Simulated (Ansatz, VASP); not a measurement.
# Na in VASP and in Ansatz

```xyz
4
Lattice="2.0956 -6.6476 0.0000 2.0956 6.6476 0.0000 0.0000 0.0000 5.5460" Properties=species:S:1:pos:R:3 pbc="T T T"
Na    2.0956    5.3446    5.0468
Na    2.0956   -1.3029    3.2721
Na    2.0956   -5.3446    0.4991
Na    2.0956    1.3029    2.2738
```

Alike in both runs: task relaxation of cell and atoms; functional PBE; k mesh 4 × 4 × 4; occupations gaussian, width 0.1 eV; no spin polarisation.

```csv
,VASP,Ansatz
version,VASP 6.6.1,Ansatz 0.2.0
potentials or method,"VASP PAW PBE potentials, release 64 (Na_pv), cutoff 600 eV","scalar-relativistic, plane waves, PAW"
valence electrons in the cell,28,36
```

|  | VASP | Ansatz | Ansatz less VASP |
| --- | --- | --- | --- |
| gap on the k mesh at the Fermi level, each at its own relaxed structure (eV) | none | none | - |
| relaxed volume (Å³/atom) | 38.71 | 37.78 | -0.934 |
| relaxed cell length with the largest relative difference (Å) | 6.692 | 6.620 | -0.0717 |

A gap of «none» marks a metal or a gap that the smearing closes. VASP's potentials hold 28 valence electrons a cell and Ansatz's 36, so a difference there can come from the potentials and not from the codes.

The k mesh is coarse, so the values compare programs but aren't converged.
